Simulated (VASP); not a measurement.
Crystal: BN (AA' stacking).

```
B N
1.0
     2.50700    0.00000    0.00000
    -1.25350    2.17113    0.00000
     0.00000    0.00000    6.67100
B N
2 2
Direct
  0.33333 0.66667 0.00000
  0.66667 0.33333 0.50000
  0.66667 0.33333 0.00000
  0.33333 0.66667 0.50000
```

| Quantity | Value |
| --- | --- |
| Program | VASP 6.6.1 |
| Task | relaxation of cell and atoms |
| Functional | PBEsol |
| Dispersion | D3(BJ) |
| Potentials or basis | VASP PAW PBE potentials, release 64 (B, N) |
| Cutoff | 600 eV |
| k mesh | 12 × 12 × 4 |
| Occupations | gaussian, width 0.01 eV |
| Spin | no spin polarisation |

At the start: pressure -2.1 GPa; volume 9.08 Å³/atom.

Problem. Where does the relaxation end?

Solution. Over 11 steps the energy falls by 2.3 meV/atom and the volume is 8.61 Å³/atom (-5.1 %); space group P6_3/mmc (No. 194, to 0.05 Å).

Step by step:
| step | energy change (eV) | largest force (eV/Å) | pressure (GPa) | volume (Å³) |
| --- | --- | --- | --- | --- |
| 1 | 0.0000 | 0.0000 | -2.10 | 36.31 |
| 2 | 0.0028 | 0.0000 | 2.96 | 35.69 |
| 3 | -0.0017 | 0.0000 | -0.22 | 36.07 |
| 4 | -0.0027 | 0.0000 | -0.18 | 35.95 |
| 5 | -0.0052 | 0.0000 | -0.12 | 35.58 |
| 6 | -0.0085 | 0.0000 | 0.05 | 34.84 |
| 7 | -0.0051 | 0.0000 | 0.65 | 33.37 |
| 8 | -0.0091 | 0.0000 | 0.19 | 34.46 |
| 9 | -0.0091 | 0.0000 | 0.20 | 34.42 |
| 10 | -0.0080 | 0.0000 | -1.63 | 34.59 |
| 11 | -0.0091 | 0.0000 | -0.01 | 34.44 |

Final structure:
```
B N
1.0
     2.50121    0.00000    0.00000
    -1.25061    2.16611    0.00000
     0.00000    0.00000    6.35705
B N
2 2
Direct
  0.33333 0.66667 0.00000
  0.66667 0.33333 0.50000
  0.66667 0.33333 0.00000
  0.33333 0.66667 0.50000
```

Caveat: the PAW data sets were made with another functional, which shifts forces and pressure a little.
